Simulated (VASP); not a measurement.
Input of a VASP 6.6.1 run:

INCAR

```
  ALGO = Normal
  EDIFF = 1E-6
  ENCUT = 520
  GGA = PS
  ISIF = 2
  ISMEAR = 1
  LASPH = T
  LCHARG = F
  LREAL = F
  LWAVE = F
  NBANDS = 18
  NELM = 60
  PREC = Accurate
  SIGMA = 0.1
```

KPOINTS

```
k-points
0
Gamma
  6 6 6
```

File POSCAR:

```
Al3Cu
1.0
    4.0261222927      0.0000000000      0.0000000000
    0.0000000000      4.0261222927      0.0000000000
    0.0000000000      0.0000000000      4.0261222927
Al Cu
3 1
Direct
    0.0000000000      0.5000000000      0.5000000000
    0.5000000000      0.0000000000      0.5000000000
    0.5000000000      0.5000000000      0.0000000000
    0.0000000000      0.0000000000      0.0000000000
```

Potentials or basis: VASP PAW PBE potentials, release 64 (Al, Cu).

Run with:

```console
$ cat potpaw_PBE.64/Al/POTCAR potpaw_PBE.64/Cu/POTCAR > POTCAR
$ mpirun -np 1 vasp_std > vasp.out
```

(1) Estimate the pressure.

(2) What does it give for the band gap on the k mesh?

Answers

(1) -8.4 GPa.

(2) zero (band 10 reaches 9.58 eV, above the bottom of band 11 at 5.43 eV).

Caveat: the PAW data sets were made with another functional, which shifts forces and pressure a little.
